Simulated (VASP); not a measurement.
# PbS in VASP: single point with PBEsol

Aim: the single point of PbS with PBEsol.

All numbers are computed with VASP 6.6.1; they aren't measurements. Logs are shortened: lines on timing, memory, paths and dates and some standing lists are left out, and cuts for length are marked.

**1. The cell of the first run**

The cell holds a slab with vacuum, 4 atoms: a = 11.260 Å, b = 4.491 Å, c = 4.491 Å, α = 88.53°, β = 90.00°, γ = 90.00°.

**2. Single point, PBEsol (strained and its atoms moved)**

The input, INCAR:

```
PREC = Accurate ; ENCUT = 520
EDIFF = 1E-6 ; ISMEAR = 0
SIGMA = 0.02 ; LREAL = F
LASPH = T ; NELM = 60
ALGO = Normal ; ISIF = 2
LWAVE = F ; LCHARG = F
GGA = PS ; NBANDS = 28
```

The input, KPOINTS:

```
regular mesh
0
Gamma
  4 6 6
```

The input, POSCAR:

```
PbS
1.0
   11.2602018862      0.0000000000      0.0000000000
    0.0000000000      3.1347649063      3.2161925800
    0.0000000000     -3.1347649063      3.2161925800
Pb S
2 2
Direct
    0.6280629413      0.2585028127      0.7585028127
    0.3719370587      0.7585028127      0.2585028127
    0.6137768719      0.7624971873      0.2624971873
    0.3862231281      0.2624971873      0.7624971873
```

Potentials or basis: VASP PAW PBE potentials, release 64 (Pb_d, S).

Launch:

```sh
cat potpaw_PBE.64/Pb_d/POTCAR potpaw_PBE.64/S/POTCAR > POTCAR
mpirun -np 1 vasp_std > vasp.out
```

OUTCAR:

```text
PREC = Accurate
   ENCUT = 520
   EDIFF = 1E-6
   ISMEAR = 0
   LREAL = F
   LASPH = T
   NELM = 60
   ISIF = 2
   GGA = PS

 ion  position               nearest neighbor table
   1  0.628  0.259  0.759-   4 2.72   3 3.14   3 3.14   3 3.19   3 3.25
   2  0.372  0.759  0.259-   3 2.72   4 3.14   4 3.14   4 3.19   4 3.25
   3  0.614  0.762  0.262-   2 2.72   1 3.14   1 3.14   1 3.19   1 3.25
   4  0.386  0.262  0.762-   1 2.72   2 3.14   2 3.14   2 3.19   2 3.25

  LATTYP: Found a base centered orthorhombic cell.
 ALAT       =     6.2695298126
 B/A-ratio  =     1.0259756875
 C/A-ratio  =     1.7960201519

  Lattice vectors:

 A1 = (   0.0000000000,   3.1347649063,  -3.2161925800)
 A2 = (   0.0000000000,   3.1347649063,   3.2161925800)
 A3 = (  11.2602018862,   0.0000000000,   0.0000000000)

Analysis of symmetry for initial positions (statically):
=====================================================================
 Subroutine PRICEL returns:
 Original cell was already a primitive cell.

 Routine SETGRP: Setting up the symmetry group for a
 base centered orthorhombic supercell.

 Subroutine GETGRP returns: Found  4 space group operations
 (whereof  2 operations were pure point group operations)
 out of a pool of  8 trial point group operations.

The static configuration has the point symmetry C_2 .
 The point group associated with its full space group is C_2v.

Analysis of symmetry for dynamics (positions and initial velocities):
=====================================================================
 Subroutine PRICEL returns:
 Original cell was already a primitive cell.

 Routine SETGRP: Setting up the symmetry group for a
 base centered orthorhombic supercell.

 Subroutine GETGRP returns: Found  4 space group operations
 (whereof  2 operations were pure point group operations)
 out of a pool of  8 trial point group operations.

The dynamic configuration has the point symmetry C_2 .
 The point group associated with its full space group is C_2v.

 Subroutine INISYM returns: Found  4 space group operations
 (whereof  2 operations are pure point group operations),
 and found     1 'primitive' translations

----------------------------------------------------------------------------------------

                                     Primitive cell

  volume of cell :     227.0509

  direct lattice vectors                    reciprocal lattice vectors
    11.260201886  0.000000000  0.000000000     0.088808354  0.000000000  0.000000000
     0.000000000  3.134764906  3.216192580     0.000000000  0.159501594  0.155463327
     0.000000000 -3.134764906  3.216192580     0.000000000 -0.159501594  0.155463327

  length of vectors
    11.260201886  4.491174204  4.491174204     0.088808354  0.222732137  0.222732137

  position of ions in fractional coordinates (direct lattice)
     0.628062941  0.258502813  0.758502813
     0.371937059  0.758502813  0.258502813
     0.613776872  0.762497187  0.262497187
     0.386223128  0.262497187  0.762497187

  ion indices of the primitive-cell ions
   primitive index   ion index
                 1           1
                 2           2
                 3           3
                 4           4

----------------------------------------------------------------------------------------

 KPOINTS: regular mesh

Automatic generation of k-mesh.
 Grid dimensions read from file:
 generate k-points for:    4    6    6

 Generating k-lattice:

  Cartesian coordinates                     Fractional coordinates (reciprocal lattice)
     0.022202089  0.000000000  0.000000000     0.250000000  0.000000000  0.000000000
     0.000000000  0.026583599  0.025910555     0.000000000  0.166666667  0.000000000
     0.000000000 -0.026583599  0.025910555     0.000000000  0.000000000  0.166666667

  Length of vectors
     0.022202089  0.037122023  0.037122023

  Shift w.r.t. Gamma in fractional coordinates (k-lattice)
     0.000000000  0.000000000  0.000000000

 Subroutine IBZKPT returns following result:
 ===========================================

 Found     39 irreducible k-points:

 Following reciprocal coordinates:
            Coordinates               Weight
  0.000000  0.000000  0.000000      1.000000
  0.250000  0.000000  0.000000      2.000000
  0.500000  0.000000  0.000000      1.000000
  0.000000  0.166667  0.000000      4.000000
  0.250000  0.166667  0.000000      8.000000
  0.500000  0.166667  0.000000      4.000000
[... 16 lines left out ...]
  0.250000 -0.333333  0.166667      8.000000
  0.500000 -0.333333  0.166667      4.000000
 [... further k-points ...]
   k-points           NKPTS =     39   k-points in BZ     NKDIM =     39   number of bands    NBANDS=     28
   number of dos      NEDOS =    301   number of ions     NIONS =      4
   total plane-waves  NPLWV = 108864
   dimension x,y,z NGX =    84 NGY =   36 NGZ =   36
   dimension x,y,z NGXF=   168 NGYF=   72 NGZF=   72
   ions per type =               2   2
   NGX,Y,Z   is equivalent  to a cutoff of  12.40, 13.33, 13.33 a.u.
   NGXF,Y,Z  is equivalent  to a cutoff of  24.80, 26.65, 26.65 a.u.
 SYSTEM =  unknown system
   PREC   = accura    normal or accurate (medium, high low for compatibility)
   ISTART =      0    job   : 0-new  1-cont  2-samecut
   ICHARG =      2    charge: 1-file 2-atom 10-const
   ISPIN  =      1    spin polarized calculation?
   LNONCOLLINEAR =      F non collinear calculations
   LSORBIT =      F    spin-orbit coupling
   LASPH  =      T    aspherical Exc in radial PAW
   ENCUT  =  520.0 eV  38.22 Ry    6.18 a.u.  20.94  8.35  8.35*2*pi/ulx,y,z
   NELM   =     60;   NELMIN=  2; NELMDL= -5     # of ELM steps
   EDIFF  = 0.1E-05   stopping-criterion for ELM
   LREAL  =      F    real-space projection
[... 7 lines left out ...]
   TEBEG  =    0.0;   TEEND  =   0.0 temperature during run
   PSTRESS=    0.0 pullay stress
   NELECT =      40.0000    total number of electrons
   NUPDOWN=      -1.0000    fix difference up-down
   EMIN   =  10.00;   EMAX   =-10.00  energy-range for DOS
   EFERMI =   0.00;   METHOD = LEGACY
   ISMEAR =     0;   SIGMA  =   0.02  broadening in eV -4-tet -1-fermi 0-gaus
   EFERMI_NEDOS =   21; number of points for ismear=-14 and -15
   IALGO  =     38    algorithm
   IMIX   =      4    mixing-type and parameters
     AMIX     =   0.40;   BMIX     =  1.00
     AMIX_MAG =   1.60;   BMIX_MAG =  1.00
  volume/ion in A,a.u.               =      56.76       383.05
  Fermi-wavevector in a.u.,A,eV,Ry     =   0.917742  1.734280 11.459503  0.842250
  Thomas-Fermi vector in A             =   2.042745
   LORBIT       =      0    0 simple, 1 ext, 2 COOP (PROOUT), +10 PAW based schemes
   GGA     = PS    functional components
   LHFCALC =     F    Hartree Fock is set to
   AEXX    =    0.0000 exact exchange contribution
   IVDW    =     0    specifies the selected vdW correction
   LEPSILON=     F    determine dielectric tensor
   LRPA    =     F    only Hartree local field effects (RPA)
 non-spin polarized calculation
 Gauss-broadening in eV      SIGMA  =   0.02
  energy-cutoff  :      520.00
  volume of cell :      227.05
 maximum number of plane-waves:      6144
 NGX is ok and might be reduce to    84
   NGX = 41   NGY = 17   NGZ = 17

 number of electron      39.9999998 magnetization

 Free energy of the ion-electron system (eV)
  ---------------------------------------------------
  ext. energy  EPLUGINS =         0.00000000
  ---------------------------------------------------
  free energy    TOTEN  =       -18.00325949 eV

  energy without entropy =      -18.00325949  energy(sigma->0) =      -18.00325949

 E-fermi :  -0.5029     XC(G=0):  -5.6475

 val. band max:       -0.6275611129   @ k =   0.5000   0.3333   0.0000
 cond. band min:       1.3316440503   @ k =   0.5000   0.5000   0.0000
 fundamental gap:      1.9592051632
 Fermi energy:        -0.5028587585

 k-point     1 :       0.0000    0.0000    0.0000
  band No.  band energies     occupation
      1     -16.6231      2.00000
      2     -16.6055      2.00000
      3     -16.5948      2.00000
      4     -16.5820      2.00000
      5     -16.5651      2.00000
      6     -16.5580      2.00000
[... 20 lines left out ...]
     27       4.8430      0.00000
     28       5.1896      0.00000

 k-point     2 :       0.2500    0.0000    0.0000
  band No.  band energies     occupation
      1     -16.6232      2.00000
      2     -16.6055      2.00000
      3     -16.5948      2.00000
      4     -16.5820      2.00000
      5     -16.5651      2.00000
      6     -16.5580      2.00000
[... 20 lines left out ...]
     27       4.8540      0.00000
     28       5.1901      0.00000

 k-point     3 :       0.5000    0.0000    0.0000
  band No.  band energies     occupation
      1     -16.6232      2.00000
      2     -16.6055      2.00000
      3     -16.5948      2.00000
      4     -16.5820      2.00000
      5     -16.5651      2.00000
      6     -16.5580      2.00000
[... 20 lines left out ...]
     27       4.8920      0.00000
     28       5.1907      0.00000

 k-point     4 :       0.0000    0.1667    0.0000
  band No.  band energies     occupation
      1     -16.6162      2.00000
      2     -16.6006      2.00000
      3     -16.5918      2.00000
      4     -16.5842      2.00000
      5     -16.5711      2.00000
      6     -16.5558      2.00000
[... 578 lines left out ...]
     27       5.1128      0.00000
     28       6.1630      0.00000

 k-point    23 :       0.2500   -0.3333    0.1667
  band No.  band energies     occupation
      1     -16.6113      2.00000
      2     -16.5911      2.00000
      3     -16.5867      2.00000
      4     -16.5833      2.00000
      5     -16.5683      2.00000
      6     -16.5646      2.00000
[... 20 lines left out ...]
     27       5.2930      0.00000
     28       6.2272      0.00000

 k-point    24 :       0.5000   -0.3333    0.1667
  band No.  band energies     occupation
      1     -16.6113      2.00000
      2     -16.5911      2.00000
      3     -16.5867      2.00000
      4     -16.5833      2.00000
      5     -16.5683      2.00000
      6     -16.5646      2.00000
[... 20 lines left out ...]
     27       5.5710      0.00000
     28       6.3459      0.00000

 [... further k-points ...]

------------------------ aborting loop because EDIFF is reached ----------------------------------------

  FORCE on cell =-STRESS in cart. coord.  units (eV):
  Direction    XX          YY          ZZ          XY          YZ          ZX
  --------------------------------------------------------------------------------------
  -------------------------------------------------------------------------------------
  Total       -3.3930006     -5.5723789     -6.2570875      0.0000000      0.0000000      0.0000000
  in kB      -23.9426005    -39.3213147    -44.1529391      0.0000000      0.0000000      0.0000000
  external PRESSURE =     -35.8056181 kB  Pullay stress =       0.0000000 kB

 VOLUME and BASIS-vectors are now :
 -----------------------------------------------------------------------------
  energy-cutoff  :      520.00
  volume of cell :      227.05
      direct lattice vectors                 reciprocal lattice vectors
    11.260201886  0.000000000  0.000000000     0.088808354  0.000000000  0.000000000
     0.000000000  3.134764906  3.216192580     0.000000000  0.159501594  0.155463327
     0.000000000 -3.134764906  3.216192580     0.000000000 -0.159501594  0.155463327

 POSITION                                       TOTAL-FORCE (eV/Angst)
 -----------------------------------------------------------------------------------
      7.07212     -1.56738      3.27089        -0.803677      0.000000     -0.029558
      4.18809      1.56738      3.27089         0.803677      0.000000     -0.029558
      6.91125      1.56738      3.29658        -0.398199      0.000000      0.029558
      4.34895     -1.56738      3.29658         0.398199      0.000000      0.029558
 -----------------------------------------------------------------------------------
    total drift:                                0.000000     -0.000001     -0.000155

  FREE ENERGIE OF THE ION-ELECTRON SYSTEM (eV)
  ---------------------------------------------------
  free  energy   TOTEN  =       -18.0032594915 eV

  energy  without entropy=      -18.0032594915  energy(sigma->0) =      -18.00325949
```

Run time: 2.1 min. Hardware: 1 thread of AMD EPYC 9R45 (Zen 5), shared host; peak memory 0.41 GiB.

What came out:

```yaml
Free_energy: -18.0033 eV
Largest_force: 0.804 eV/Å
Band_gap_on_the_k_mesh: 1.96 eV, indirect (least direct gap 2.08 eV)
```

Forces on the atoms (eV/Å):
```
Pb  -0.804  0.000 -0.030
Pb   0.804  0.000 -0.030
S   -0.398  0.000  0.030
S    0.398  0.000  0.030
```

Caveat: the cell differs from its parent crystal (strained and its atoms moved); the PAW data sets were made with another functional, which shifts forces and pressure a little; spin-orbit coupling is left out, which moves the levels of the heavy elements.
